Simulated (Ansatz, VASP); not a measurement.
# Two plane-wave programs on CoSi2

```
Co Si
1.0
     0.00000    2.65625    2.65625
     2.65625    0.00000    2.65625
     2.65625    2.65625    0.00000
Co Si
1 2
Cartesian
  0.0004 -0.0003 0.0000
  1.3279 1.3283 1.3288
  3.9842 3.9845 3.9837
```

Change from the starting cell: all atoms moved at random, sigma 0.1 Å a component; relaxed back.

Alike in both runs: functional PBEsol; k mesh 12 × 12 × 12; occupations gaussian, width 0.15 eV; no spin polarisation.

Ansatz relaxed the structure, and its values are those at the end. VASP's run is a single point on that final structure, the one shown.

```csv
,VASP,Ansatz
version,VASP 6.6.1,Ansatz 0.2.0
potentials or method,"VASP PAW PBE potentials, release 64 (Co, Si), cutoff 520 eV","scalar-relativistic, plane waves, PAW"
valence electrons in the cell,17,25
```

|  | VASP | Ansatz | Ansatz less VASP |
| --- | --- | --- | --- |
| gap on the k mesh at the Fermi level (eV) | none | none | - |
| pressure (GPa) | 0.0 | 0.0 | -0.05 |
| rms of the force components (eV/Å) | 0.006 | 0.006 | -0.0001 |

VASP's potentials were made for PBE, not for PBEsol. A gap of «none» marks a metal or a gap that the smearing closes. VASP's potentials hold 17 valence electrons a cell and Ansatz's 25, so a difference there can come from the potentials and not from the codes. Ansatz's warnings: stress scf threshold loose.
